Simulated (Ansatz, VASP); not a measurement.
**SiGe3 in VASP and in Ansatz**

```xyz
4
Lattice="1.9839 1.1454 6.4672 -1.9839 1.1454 6.4672 0.0000 -2.2908 6.4672" Properties=species:S:1:pos:R:3 pbc="T T T"
Si    1.9839    1.1454    6.4689
Ge    0.0000    0.0000    9.7017
Ge    0.0000    0.0000    7.2447
Ge    0.0000    0.0000   17.0047
```

Alike in both runs: task single point; functional r2SCAN; k mesh 6 × 6 × 6; no spin polarisation.

```csv
,VASP,Ansatz
version,VASP 6.6.1,Ansatz 0.2.0
potentials or method,"VASP PAW PBE potentials, release 64 (Si, Ge_d)","plane waves, PAW"
plane-wave cutoff (eV),520,500
occupations,"gaussian, width 0.01 eV",fixed
valence electrons in the cell,46,46
```

VASP gave:

* gap on the k mesh at the Fermi level (eV): 0.64
* pressure (GPa): 0.0
* rms of the force components (eV/Å): 0.004

**Question.** What did Ansatz give for the same quantities?

**Answer.** gap on the k mesh at the Fermi level (eV): 0.65; pressure (GPa): 0.0; rms of the force components (eV/Å): 0.001.

VASP's potentials were made for PBE, not for r2SCAN. Atom by atom the forces differ by 0.004 eV/Å (rms over components).
